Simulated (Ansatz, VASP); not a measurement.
## Mg5Se in VASP and in Ansatz

```xyz
6
Lattice="2.5710 -4.5091 0.0000 2.5710 4.5091 0.0000 0.0000 0.0000 7.3260" Properties=species:S:1:pos:R:3 pbc="T T T"
Mg    2.5710   -3.0022    2.1600
Mg    2.5710    3.0022    2.1600
Mg    2.5710   -3.0022    5.1660
Mg    2.5710    3.0022    5.1660
Mg    2.5710    0.0000    3.6630
Se    0.0000    0.0000    0.0000
```

Alike in both runs: functional PBE; k mesh 8 × 8 × 6; occupations gaussian, width 0.1 eV; no spin polarisation.

Ansatz relaxed the structure, and its values are those at the end. VASP's run is a single point on that final structure, the one shown.

```csv
,VASP,Ansatz
version,VASP 6.6.1,Ansatz 0.2.0
potentials or method,"VASP PAW PBE potentials, release 64 (Mg, Se), cutoff 520 eV","scalar-relativistic, plane waves, PAW"
valence electrons in the cell,16,66
```

|  | VASP | Ansatz | Ansatz less VASP |
| --- | --- | --- | --- |
| gap on the k mesh at the Fermi level (eV) | none | none | - |
| pressure (GPa) | -0.1 | 0.0 | +0.07 |
| rms of the force components (eV/Å) | 0.003 | 0.001 | -0.0023 |

A gap of «none» marks a metal or a gap that the smearing closes. VASP's potentials hold 16 valence electrons a cell and Ansatz's 66, so a difference there can come from the potentials and not from the codes.
